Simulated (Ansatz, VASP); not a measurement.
## CdF2 in VASP and in Ansatz

```
Cd F
1.0
     0.00000    2.69400    2.69400
     2.69400    0.00000    2.69400
     2.69400    2.69400    0.00000
Cd F
1 2
Direct
  0.01160 0.98840 0.01160
  0.25000 0.25000 0.25000
  0.75000 0.75000 0.75000
```

Change from the starting cell: all Cd atoms moved +0.062 Å, as atom 1 along Cartesian [0 1 0].

Alike in both runs: task single point; functional PBEsol; k mesh 8 × 8 × 8; occupations gaussian, width 0.05 eV; no spin polarisation.

|  | VASP | Ansatz |
| --- | --- | --- |
| version | VASP 6.6.1 | Ansatz 0.2.0 |
| potentials or method | VASP PAW PBE potentials, release 64 (Cd, F), cutoff 520 eV | scalar-relativistic, plane waves, PAW |
| valence electrons in the cell | 26 | 34 |

|  | VASP | Ansatz | Ansatz less VASP |
| --- | --- | --- | --- |
| gap on the k mesh at the Fermi level (eV) | 2.90 | 2.93 | +0.033 |
| least direct gap on the mesh (eV) | 3.39 | 3.42 | +0.031 |
| pressure (GPa) | 0.8 | 0.0 | -0.79 |
| traceless stress, the component that is largest in VASP (GPa) | -0.11 | -0.10 | +0.016 |
| rms of the force components (eV/Å) | 0.136 | 0.121 | -0.0148 |

VASP's potentials were made for PBE, not for PBEsol. Atom by atom the forces differ by 0.015 eV/Å (rms over components). VASP's potentials hold 26 valence electrons a cell and Ansatz's 34, so a difference there can come from the potentials and not from the codes.
